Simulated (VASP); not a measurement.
**SiC: single point with PBE**

The system is SiC.

```xyz
2
Lattice="0.0000 2.2532 2.2532 2.2532 0.0000 2.2532 2.2294 2.2294 0.0239" Properties=species:S:1:pos:R:3 pbc="T T T"
Si    0.0000    0.0000    0.0000
C     3.3619    3.3619    3.3978
```

```
Program                : VASP 6.6.1
Task                   : single point
Functional             : PBE
Potentials or basis    : VASP PAW PBE potentials, release 64 (Si, C)
Cutoff                 : 520 eV
k mesh                 : 12 × 12 × 12
Occupations            : gaussian, width 0.05 eV
Spin                   : no spin polarisation
Dipole correction      : no
Further INCAR settings : ALGO = Normal; EDIFF = 1e-06; NBANDS = 11
```

| Property | Result |
| --- | --- |
| Pressure | -12.8 GPa |
| Largest force | 0.090 eV/Å |
| Band gap on the k mesh | 1.38 eV, indirect (least direct gap 4.37 eV) |

Forces in eV/Å, atoms in the order of the input:
```
Si  -0.052 -0.052  0.052
C    0.052  0.052 -0.052
```

Stress tensor (GPa, compression positive):
```
-12.84   2.36  -2.36
  2.36 -12.84  -2.36
 -2.36  -2.36 -12.84
```

Levels at points of the mesh, in eV from the valence-band top:
```
           k point  band 2  band 3  band 4  band 5  band 6  band 7
(0.00, 0.00, 0.00)   -0.07   -0.07    0.00    5.16    6.59    6.59
(0.50, 0.00, 0.00)   -8.14   -1.05   -1.05    4.71    6.77    7.00
(0.50, 0.50, 0.00)   -7.59   -3.14   -2.99    1.38    4.00   12.97
(0.00, 0.00, 0.50)   -8.11   -1.16   -1.16    4.43    6.72    6.72
```

It took 26 s on 1 thread of Intel(R) Xeon(R) Platinum 8488C (Sapphire Rapids), on a shared host, peak memory 0.16 GiB.

A k mesh can miss the band edges. As with any semilocal functional, this PBE gap is likely too small.
